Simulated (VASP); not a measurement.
# BeWN4 (I4_1/a) in VASP: a series of runs

The runs below take BeWN4 through single point, with PBE.

All numbers are computed with VASP 6.6.1; they aren't measurements. Logs are shortened: lines on timing, memory, paths and dates and some standing lists are left out, and cuts for length are marked.

## (1) The cell of the first run

Symmetry: I4_1/a, No. 88, tetragonal system. The conventional cell has a = 5.140 Å, b = 5.140 Å, c = 7.921 Å, α = 90.00°, β = 90.00°, γ = 90.00°. Be (site symmetry -4) has 4 N at 1.75 Å within 2.3 Å. Within 2.8 Å of W (site symmetry -4) lie 8 N at 2.10 Å. N (site symmetry 1) has 1 Be at 1.75 Å and 2 N at 2.04 Å and 2 W at 2.10 Å within 2.3 Å.

## (2) Single point, PBE

Contents of INCAR:

```
  PREC = Accurate
  ENCUT = 520
  EDIFF = 1E-6
  ISMEAR = 0
  SIGMA = 0.1
  LREAL = F
  LASPH = T
  NELM = 100
  ALGO = Normal
  ISIF = 2
  LWAVE = F
  LCHARG = F
  GGA = PE
  NBANDS = 48
```

Contents of KPOINTS:

```
Automatic mesh
0
Gamma
  6 6 6
```

Contents of POSCAR:

```
BeWN4
1.0
   -2.5698436856      2.5698436856      3.9605628082
    2.5698436856     -2.5698436856      3.9605628082
    2.5698436856      2.5698436856     -3.9605628082
Be W N
2 2 8
Direct
    0.7500000000      0.2500000000      0.5000000000
    0.0000000000      0.0000000000      0.0000000000
    0.2500000000      0.7500000000      0.5000000000
    0.5000000000      0.5000000000      0.0000000000
    0.5527822040      0.5022352094      0.4174749551
    0.2522352094      0.3347602543      0.4494530054
    0.0847602543      0.1353072489      0.5825250449
    0.8853072489      0.8027822040      0.5505469946
    0.1972177960      0.7477647906      0.0825250449
    0.4977647906      0.9152397457      0.0505469946
    0.6652397457      0.1146927511      0.9174749551
    0.8646927511      0.4472177960      0.9494530054
```

Potentials or basis: VASP PAW PBE potentials, release 64 (Be, W_sv, N).

Command:

```sh
> cat potpaw_PBE.64/Be/POTCAR potpaw_PBE.64/W_sv/POTCAR potpaw_PBE.64/N/POTCAR > POTCAR
> mpirun -np 1 vasp_std > vasp.out
```

OUTCAR:

```text
PREC = Accurate
   ENCUT = 520
   EDIFF = 1E-6
   ISMEAR = 0
   LREAL = F
   LASPH = T
   NELM = 100
   ISIF = 2
   GGA = PE

 ion  position               nearest neighbor table
   1  0.750  0.250  0.500-   5 1.75   7 1.75  10 1.75  12 1.75
   2  0.000  0.000  0.000-   9 1.75   6 1.75  11 1.75   8 1.75
   3  0.250  0.750  0.500-  10 2.10   7 2.10  12 2.10   5 2.10   9 2.10   8 2.10  11 2.10   6 2.10
                             4 3.24   4 3.24   4 3.24   4 3.24
   4  0.500  0.500  0.000-  11 2.10   6 2.10   8 2.10   9 2.10   5 2.10  12 2.10  10 2.10   7 2.10
                             3 3.24   3 3.24   3 3.24   3 3.24
   5  0.553  0.502  0.417-   1 1.75   3 2.10   4 2.10
   6  0.252  0.335  0.449-   2 1.75   4 2.10   3 2.10
   7  0.085  0.135  0.583-   1 1.75   3 2.10   4 2.10
   8  0.885  0.803  0.551-   2 1.75   4 2.10   3 2.10
   9  0.197  0.748  0.083-   2 1.75   4 2.10   3 2.10
  10  0.498  0.915  0.051-   1 1.75   3 2.10   4 2.10
  11  0.665  0.115  0.917-   2 1.75   4 2.10   3 2.10
  12  0.865  0.447  0.949-   1 1.75   3 2.10   4 2.10

  LATTYP: Found a body centered tetragonal cell.
 ALAT       =     5.1396873712
 C/A-ratio  =     1.5411687607

  Lattice vectors:

 A1 = (  -2.5698436856,   2.5698436856,   3.9605628082)
 A2 = (   2.5698436856,  -2.5698436856,   3.9605628082)
 A3 = (   2.5698436856,   2.5698436856,  -3.9605628082)

Analysis of symmetry for initial positions (statically):
=====================================================================
 Subroutine PRICEL returns:
 Original cell was already a primitive cell.

 Routine SETGRP: Setting up the symmetry group for a
 body centered tetragonal supercell.

 Subroutine GETGRP returns: Found  8 space group operations
 (whereof  4 operations were pure point group operations)
 out of a pool of 16 trial point group operations.

The static configuration has the point symmetry S_4 .
 The point group associated with its full space group is C_4h.

Analysis of symmetry for dynamics (positions and initial velocities):
=====================================================================
 Subroutine PRICEL returns:
 Original cell was already a primitive cell.

 Routine SETGRP: Setting up the symmetry group for a
 body centered tetragonal supercell.

 Subroutine GETGRP returns: Found  8 space group operations
 (whereof  4 operations were pure point group operations)
 out of a pool of 16 trial point group operations.

The dynamic configuration has the point symmetry S_4 .
 The point group associated with its full space group is C_4h.

 Subroutine INISYM returns: Found  8 space group operations
 (whereof  4 operations are pure point group operations),
 and found     1 'primitive' translations

----------------------------------------------------------------------------------------

                                     Primitive cell

  volume of cell :     104.6238

  direct lattice vectors                    reciprocal lattice vectors
    -2.569843686  2.569843686  3.960562808     0.000000000  0.194564363  0.126244684
     2.569843686 -2.569843686  3.960562808     0.194564363  0.000000000  0.126244684
     2.569843686  2.569843686 -3.960562808     0.194564363  0.194564363  0.000000000

  length of vectors
     5.375337282  5.375337282  5.375337282     0.231933205  0.231933205  0.275155561

  position of ions in fractional coordinates (direct lattice)
     0.750000000  0.250000000  0.500000000
     0.000000000  0.000000000  0.000000000
     0.250000000  0.750000000  0.500000000
     0.500000000  0.500000000  0.000000000
     0.552782204  0.502235209  0.417474955
     0.252235209  0.334760254  0.449453005
     0.084760254  0.135307249  0.582525045
     0.885307249  0.802782204  0.550546995
     0.197217796  0.747764791  0.082525045
     0.497764791  0.915239746  0.050546995
     0.665239746  0.114692751  0.917474955
     0.864692751  0.447217796  0.949453005

  ion indices of the primitive-cell ions
   primitive index   ion index
                 1           1
                 2           2
                 3           3
                 4           4
                 5           5
                 6           6
                 7           7
                 8           8
                 9           9
                10          10
                11          11
                12          12

----------------------------------------------------------------------------------------

 KPOINTS: Automatic mesh

Automatic generation of k-mesh.
 Grid dimensions read from file:
 generate k-points for:    6    6    6

 Generating k-lattice:

  Cartesian coordinates                     Fractional coordinates (reciprocal lattice)
     0.000000000  0.032427394  0.021040781     0.166666667 -0.000000000  0.000000000
     0.032427394  0.000000000  0.021040781    -0.000000000  0.166666667  0.000000000
     0.032427394  0.032427394  0.000000000     0.000000000  0.000000000  0.166666667

  Length of vectors
     0.038655534  0.038655534  0.045859260

  Shift w.r.t. Gamma in fractional coordinates (k-lattice)
     0.000000000  0.000000000  0.000000000

 Subroutine IBZKPT returns following result:
 ===========================================

 Found     36 irreducible k-points:

 Following reciprocal coordinates:
            Coordinates               Weight
  0.000000  0.000000  0.000000      1.000000
  0.166667 -0.000000  0.000000      8.000000
  0.333333  0.000000  0.000000      8.000000
  0.500000  0.000000  0.000000      4.000000
  0.166667  0.166667  0.000000      8.000000
  0.333333  0.166667  0.000000      8.000000
[... 16 lines left out ...]
 -0.333333  0.333333 -0.166667      4.000000
 -0.166667  0.333333  0.166667      8.000000
 [... further k-points ...]
   k-points           NKPTS =     36   k-points in BZ     NKDIM =     36   number of bands    NBANDS=     48
   number of dos      NEDOS =    301   number of ions     NIONS =     12
   total plane-waves  NPLWV =  64000
   dimension x,y,z NGX =    40 NGY =   40 NGZ =   40
   dimension x,y,z NGXF=    80 NGYF=   80 NGZF=   80
   ions per type =               2   2   8
   NGX,Y,Z   is equivalent  to a cutoff of  12.37, 12.37, 12.37 a.u.
   NGXF,Y,Z  is equivalent  to a cutoff of  24.74, 24.74, 24.74 a.u.
 SYSTEM =  unknown system
   PREC   = accura    normal or accurate (medium, high low for compatibility)
   ISTART =      0    job   : 0-new  1-cont  2-samecut
   ICHARG =      2    charge: 1-file 2-atom 10-const
   ISPIN  =      1    spin polarized calculation?
   LNONCOLLINEAR =      F non collinear calculations
   LSORBIT =      F    spin-orbit coupling
   LASPH  =      T    aspherical Exc in radial PAW
   ENCUT  =  520.0 eV  38.22 Ry    6.18 a.u.   9.99  9.99  9.99*2*pi/ulx,y,z
   NELM   =    100;   NELMIN=  2; NELMDL= -5     # of ELM steps
   EDIFF  = 0.1E-05   stopping-criterion for ELM
   LREAL  =      F    real-space projection
   EDIFFG = 0.1E-04   stopping-criterion for IOM
   NSW    =      0    number of steps for IOM
   IBRION =     -1    ionic relax: 0-MD 1-quasi-New 2-CG
   NFREE  =      0    steps in history (QN), initial steepest desc. (CG)
   ISIF   =      2    stress and relaxation
   ISYM   =      2    0-nonsym 1-usesym 2-fastsym
   POTIM  = 0.5000    time-step for ionic-motion
   TEBEG  =    0.0;   TEEND  =   0.0 temperature during run
   PSTRESS=    0.0 pullay stress
   NELECT =      72.0000    total number of electrons
   NUPDOWN=      -1.0000    fix difference up-down
   EMIN   =  10.00;   EMAX   =-10.00  energy-range for DOS
   EFERMI =   0.00;   METHOD = LEGACY
   ISMEAR =     0;   SIGMA  =   0.10  broadening in eV -4-tet -1-fermi 0-gaus
   EFERMI_NEDOS =   21; number of points for ismear=-14 and -15
   IALGO  =     38    algorithm
   IMIX   =      4    mixing-type and parameters
     AMIX     =   0.40;   BMIX     =  1.00
     AMIX_MAG =   1.60;   BMIX_MAG =  1.00
  volume/ion in A,a.u.               =       8.72        58.84
  Fermi-wavevector in a.u.,A,eV,Ry     =   1.445358  2.731331 28.423400  2.089061
  Thomas-Fermi vector in A             =   2.563549
   LORBIT       =      0    0 simple, 1 ext, 2 COOP (PROOUT), +10 PAW based schemes
   GGA     = PE    functional components
   LHFCALC =     F    Hartree Fock is set to
   AEXX    =    0.0000 exact exchange contribution
   IVDW    =     0    specifies the selected vdW correction
   LEPSILON=     F    determine dielectric tensor
   LRPA    =     F    only Hartree local field effects (RPA)
 non-spin polarized calculation
 Gauss-broadening in eV      SIGMA  =   0.10
  energy-cutoff  :      520.00
  volume of cell :      104.62
 maximum number of plane-waves:      2851
   NGX = 19   NGY = 19   NGZ = 19

 number of electron      72.0000002 magnetization

 Free energy of the ion-electron system (eV)
  ---------------------------------------------------
  ext. energy  EPLUGINS =         0.00000000
  ---------------------------------------------------
  free energy    TOTEN  =       -94.55648268 eV

  energy without entropy =      -94.53737481  energy(sigma->0) =      -94.54692874

 E-fermi :   6.9591     XC(G=0): -12.3031

 val. band max:        6.9587460290   @ k =  -0.1667   0.1667   0.0000
 cond. band min:       6.9698525710   @ k =  -0.1667   0.3333   0.1667
 fundamental gap:      0.0111065421
 Fermi energy:         6.9590741960

 k-point     1 :       0.0000    0.0000    0.0000
  band No.  band energies     occupation
      1     -67.8924      2.00000
      2     -67.8789      2.00000
      3     -32.2113      2.00000
      4     -32.2113      2.00000
      5     -32.1131      2.00000
      6     -32.1131      2.00000
[... 40 lines left out ...]
     47      13.2809      0.00000
     48      13.5150      0.00000

 k-point     2 :       0.1667   -0.0000    0.0000
  band No.  band energies     occupation
      1     -67.8917      2.00000
      2     -67.8795      2.00000
      3     -32.2159      2.00000
      4     -32.2084      2.00000
      5     -32.1266      2.00000
      6     -32.1086      2.00000
[... 40 lines left out ...]
     47      13.0618      0.00000
     48      13.3413      0.00000

 k-point     3 :       0.3333    0.0000    0.0000
  band No.  band energies     occupation
      1     -67.8901      2.00000
      2     -67.8812      2.00000
      3     -32.2239      2.00000
      4     -32.1998      2.00000
      5     -32.1508      2.00000
      6     -32.1006      2.00000
[... 40 lines left out ...]
     47      12.6885      0.00000
     48      13.0043      0.00000

 k-point     4 :       0.5000    0.0000    0.0000
  band No.  band energies     occupation
      1     -67.8890      2.00000
      2     -67.8822      2.00000
      3     -32.2276      2.00000
      4     -32.1917      2.00000
      5     -32.1652      2.00000
      6     -32.0970      2.00000
[... 958 lines left out ...]
     47      12.9698      0.00000
     48      13.0621      0.00000

 k-point    23 :      -0.3333    0.3333   -0.1667
  band No.  band energies     occupation
      1     -67.8886      2.00000
      2     -67.8827      2.00000
      3     -32.2230      2.00000
      4     -32.1928      2.00000
      5     -32.1612      2.00000
      6     -32.1120      2.00000
[... 40 lines left out ...]
     47      12.6619      0.00000
     48      13.0382      0.00000

 k-point    24 :      -0.1667    0.3333    0.1667
  band No.  band energies     occupation
      1     -67.8890      2.00000
      2     -67.8823      2.00000
      3     -32.2276      2.00000
      4     -32.1945      2.00000
      5     -32.1616      2.00000
      6     -32.0970      2.00000
[... 40 lines left out ...]
     47      12.7932      0.00000
     48      12.9534      0.00000

 [... further k-points ...]

------------------------ aborting loop because EDIFF is reached ----------------------------------------

  FORCE on cell =-STRESS in cart. coord.  units (eV):
  Direction    XX          YY          ZZ          XY          YZ          ZX
  --------------------------------------------------------------------------------------
  -------------------------------------------------------------------------------------
  Total        0.5232537      0.5232537      0.2526672     -0.0000002      0.0000000      0.0000000
  in kB        8.0129528      8.0129528      3.8692705     -0.0000031      0.0000000      0.0000000
  external PRESSURE =       6.6317254 kB  Pullay stress =       0.0000000 kB

 VOLUME and BASIS-vectors are now :
 -----------------------------------------------------------------------------
  energy-cutoff  :      520.00
  volume of cell :      104.62
      direct lattice vectors                 reciprocal lattice vectors
    -2.569843686  2.569843686  3.960562808     0.000000000  0.194564363  0.126244684
     2.569843686 -2.569843686  3.960562808     0.194564363  0.000000000  0.126244684
     2.569843686  2.569843686 -3.960562808     0.194564363  0.194564363  0.000000000

 POSITION                                       TOTAL-FORCE (eV/Angst)
 -----------------------------------------------------------------------------------
      0.00000      2.56984      1.98028        -0.000000     -0.000000     -0.000000
      0.00000      0.00000      0.00000        -0.000000     -0.000000     -0.000000
      2.56984      0.00000      1.98028        -0.000000     -0.000000     -0.000000
      0.00000      0.00000      3.96056        -0.000000     -0.000000     -0.000000
      0.94295      1.20274      2.52503         0.005963      0.017921     -0.002132
      1.36710      0.94295      0.54475        -0.017921      0.005963     -0.002132
      1.62690      1.36710     -1.43554        -0.005963     -0.017921     -0.002132
      1.20274      1.62690      4.50531         0.017921     -0.005963     -0.002132
      1.62690     -1.20274      3.41582        -0.005963     -0.017921      0.002132
      1.20274     -0.94295      5.39610         0.017921     -0.005963      0.002132
      0.94295      3.77259     -0.54475         0.005963      0.017921      0.002132
      1.36710      3.51279      1.43554        -0.017921      0.005963      0.002132
 -----------------------------------------------------------------------------------
    total drift:                               -0.000000     -0.000000      0.000000

  FREE ENERGIE OF THE ION-ELECTRON SYSTEM (eV)
  ---------------------------------------------------
  free  energy   TOTEN  =       -94.5564826779 eV

  energy  without entropy=      -94.5373748109  energy(sigma->0) =      -94.54692874
```

Wall time 5.9 min (1 thread of Intel Xeon 8259CL, shared host); peak memory 0.33 GiB.

Results:

```
Free energy            : -94.5565 eV
Pressure               : 0.7 GPa
Largest force          : 0.019 eV/Å
Band gap on the k mesh : zero (bands 36 and 37 overlap by 0.17 eV)
```

Forces in eV/Å, atoms in the order of the input:
```
Be   0.000  0.000  0.000
Be   0.000  0.000  0.000
W    0.000  0.000  0.000
W    0.000  0.000  0.000
N    0.006  0.018 -0.002
N   -0.018  0.006 -0.002
N   -0.006 -0.018 -0.002
N    0.018 -0.006 -0.002
N   -0.006 -0.018  0.002
N    0.018 -0.006  0.002
N    0.006  0.018  0.002
N   -0.018  0.006  0.002
```

Levels at points of the mesh, in eV from the Fermi level:
```
           k point  band 32  band 33  band 34  band 35  band 36  band 37  band 38  band 39  band 40  band 41
(0.00, 0.00, 0.00)    -2.00    -1.37    -1.37    -0.06    -0.06     0.21     0.21     1.82     2.65     3.62
(0.50, 0.00, 0.00)    -1.82    -1.25    -1.04    -0.53    -0.06     1.24     1.65     2.37     2.50     2.79
(0.50, 0.50, 0.00)    -2.07    -1.09    -1.09    -0.39    -0.39     0.05     0.05     2.26     2.26     3.01
(0.50, 0.50, 0.50)    -1.52    -0.72    -0.72     0.03     0.03     0.90     0.90     1.69     1.69     3.04
```

Caveat: spin-orbit coupling is left out, which moves the levels of the heavy elements.

## (3) Single point, PBE

This run uses another cell than the first one, of 9.31 Å³/atom.

Contents of INCAR:

```
PREC     = Accurate       # precision mode
ENCUT    = 520            # plane-wave cutoff, eV
EDIFF    = 1E-6           # SCF threshold, eV
ISMEAR   = 0              # smearing method
SIGMA    = 0.1            # smearing width, eV
LREAL    = F              # projectors in reciprocal space
LASPH    = T              # aspherical terms in the spheres
NELM     = 80             # most SCF steps
ALGO     = Normal         # electronic algorithm
ISIF     = 2              # what is computed and relaxed
LWAVE    = F              # write WAVECAR
LCHARG   = F              # write CHGCAR
GGA      = PE             # functional
NBANDS   = 48             # bands
```

KPOINTS is that of step 2.

Contents of POSCAR:

```
BeWN4
1.0
   -2.3438370593      2.3438370593      5.0846095789
    2.3438370593     -2.3438370593      5.0846095789
    2.3438370593      2.3438370593     -5.0846095789
Be W N
2 2 8
Direct
    0.7500000000      0.2500000000      0.5000000000
    0.0000000000      0.0000000000      0.0000000000
    0.2500000000      0.7500000000      0.5000000000
    0.5000000000      0.5000000000      0.0000000000
    0.5942000000      0.4863000000      0.4093000000
    0.2363000000      0.3270000000      0.3921000000
    0.0770000000      0.1849000000      0.5907000000
    0.9349000000      0.8442000000      0.6079000000
    0.1558000000      0.7637000000      0.0907000000
    0.5137000000      0.9230000000      0.1079000000
    0.6730000000      0.0651000000      0.9093000000
    0.8151000000      0.4058000000      0.8921000000
```

Potentials or basis: VASP PAW PBE potentials, release 64 (Be, W_sv, N).

Command:

```sh
> cat potpaw_PBE.64/Be/POTCAR potpaw_PBE.64/W_sv/POTCAR potpaw_PBE.64/N/POTCAR > POTCAR
> mpirun -np 1 vasp_std > vasp.out
```

It took 8.2 min on 1 thread of Intel Xeon 8259CL, shared host; peak memory 0.41 GiB.

Results (log left out):

```
Free energy            : -91.0269 eV
Pressure               : -12.2 GPa
Largest force          : 3.045 eV/Å
Band gap on the k mesh : zero (bands 36 and 37 overlap by 0.31 eV)
```

Forces on the atoms (eV/Å):
```
Be   0.000  0.000  0.000
Be   0.000  0.000  0.000
W    0.000  0.000  0.000
W    0.000  0.000  0.000
N    1.257 -2.610  0.935
N    2.610  1.257  0.935
N   -1.257  2.610  0.935
N   -2.610 -1.257  0.935
N   -1.257  2.610 -0.935
N   -2.610 -1.257 -0.935
N    1.257 -2.610 -0.935
N    2.610  1.257 -0.935
```

Stress tensor (GPa, compression positive):
```
 -8.94   0.00   0.00
  0.00  -8.94   0.00
  0.00   0.00 -18.75
```

Levels at points of the mesh, in eV from the Fermi level:
```csv
k point,band 32,band 33,band 34,band 35,band 36,band 37,band 38,band 39,band 40,band 41
"(0.00, 0.00, 0.00)",-0.71,-0.71,-0.34,0.00,0.00,0.23,1.18,1.36,1.66,1.66
"(0.50, 0.00, 0.00)",-1.48,-1.17,-0.98,-0.61,-0.10,0.42,0.62,0.97,1.15,1.97
"(0.50, 0.50, 0.00)",-1.62,-1.29,-1.29,-0.60,-0.60,0.38,0.38,0.68,0.68,2.09
"(0.50, 0.50, 0.50)",-1.09,-0.38,-0.38,-0.03,-0.03,0.22,0.22,1.54,1.54,1.74
```

Caveat: the cell stands under tension; spin-orbit coupling is left out, which moves the levels of the heavy elements; forces of over 1 eV/Å act on the atoms, so gaps and moduli don't describe the material at rest.
